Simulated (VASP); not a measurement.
A run of VASP 6.6.1:

File INCAR:

```
PREC = Accurate
ENCUT = 600
EDIFF = 1E-6
ISMEAR = 0
SIGMA = 0.1
LREAL = F
LASPH = T
NELM = 60
ALGO = Normal
ISIF = 3
LWAVE = F
LCHARG = F
GGA = PE
IBRION = 2
NSW = 90
EDIFFG = -0.04
```

The input KPOINTS:

```
Automatic mesh
0
Gamma
  8 8 8
```

The input POSCAR:

```
Ir
1.0
    0.0000000000      1.9269646676      1.9269646676
    1.9269646676      0.0000000000      1.9269646676
    1.9269646676      1.9269646676      0.0000000000
Ir
1
Direct
    0.0000000000      0.0000000000      0.0000000000
```

Potentials or basis: VASP PAW PBE potentials, release 64 (Ir).

The run is started by

```console
$ cat potpaw_PBE.64/Ir/POTCAR > POTCAR
$ mpirun -np 1 vasp_std > vasp.out
```

Hardware: 1 thread of AMD EPYC 7R13, with other jobs on the host.

Question: Estimate the wall time of this run.

Answer: Wall time 22 s on 1 thread of AMD EPYC 7R13, on a shared host, peak memory 0.13 GiB. Counts: scf iterations 25, k points 29, ion steps 3.
